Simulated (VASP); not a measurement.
Runs of VASP 6.6.1 on Mo. The structure is that of space group Pm-3m (No. 221), or close to it. The cells are those of the table. This isn't the form of Mo at room conditions, which is bcc.

```tsv
task	cell	cutoff (eV)	gap on the mesh (eV)	pressure (GPa)
relaxation of cell and atoms	relaxed from a = 2.580 Å, 1 atom	600	none	0.0
single point	a = 2.506 Å, 1 atom	520	none	(a)
relaxation of cell and atoms	relaxed to 5 GPa from a = 2.580 Å, 1 atom	600	none	5.0
relaxation of cell and atoms	relaxed to 20 GPa from a = 2.580 Å, 1 atom	600	none	20.0
single point	a = 2.538 Å, 1 atom	520	none	10.7
```

Alike in all rows: level PBE+D3(BJ); potentials or basis VASP PAW PBE potentials, release 64 (Mo_sv); no spin polarisation; k mesh 10 × 10 × 10; smearing gaussian 0.1 eV.

Question: Fill in the values left out.

Answer: (a) 20.8.

Caveats: the cell stands under pressure (at least some runs); the cell is relaxed towards a set pressure, so the run minimises the enthalpy, not the energy (at least some runs).

A k mesh can miss the band edges, and the runs leave out spin-orbit coupling on Mo.

A gap of «none» marks levels without a gap at the run's occupations.
